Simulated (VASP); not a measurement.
Write the native input for VASP 6.6.1 that does the following.

| Property | Result |
| --- | --- |
| Task | single point |
| Functional | PBE |
| Potentials or basis | VASP PAW PBE potentials, release 64 (Ba_sv, Ti_sv, O) |
| Cutoff | 520 eV |
| k mesh | 8 × 8 × 6 |
| Occupations | gaussian, width 0.02 eV |
| Spin | no spin polarisation |
| Dipole correction | no |
| Further INCAR settings | ALGO = Normal; EDIFF = 1e-07; NBANDS = 28 |

The structure of BaTiO3 lies in POSCAR:

```
BaTiO3
1.0
    4.0452315431      0.0000000000      0.0000000000
    0.0000000000      4.0452315431      0.0000000000
    0.0000000000      0.0000000000      4.2634898911
Ba Ti O
1 1 3
Direct
    0.5000000000      0.5000000000      0.5967617465
    0.0000000000      0.0000000000      0.1117697997
    0.0000000000      0.5000000000      0.0592912147
    0.5000000000      0.0000000000      0.0592912147
    0.0000000000      0.0000000000      0.5328830144
```

The input as run:

INCAR

```
ALGO = Normal
EDIFF = 1E-7
ENCUT = 520
GGA = PE
ISIF = 2
ISMEAR = 0
LASPH = T
LCHARG = T
LELF = T
LREAL = F
LVHAR = T
LWAVE = F
NBANDS = 28
NELM = 60
PREC = Accurate
SIGMA = 0.02
```

KPOINTS

```
k-points
0
Gamma
  8 8 6
```

Potentials or basis: VASP PAW PBE potentials, release 64 (Ba_sv, Ti_sv, O).

The run is started by

```bash
$ cat potpaw_PBE.64/Ba_sv/POTCAR potpaw_PBE.64/Ti_sv/POTCAR potpaw_PBE.64/O/POTCAR > POTCAR
$ mpirun -np 1 vasp_std > vasp.out
```

It gave:

```json
{"Pressure": "-3.6 GPa", "Largest force": "0.101 eV/Å", "Band gap on the k mesh": "1.74 eV, indirect (least direct gap 2.32 eV)"}
```

Caveat: spin-orbit coupling is left out, which moves the levels of the heavy elements.

Wall time 3.3 min on 1 thread of Intel Xeon 8259CL (shared host), peak memory 0.26 GiB.
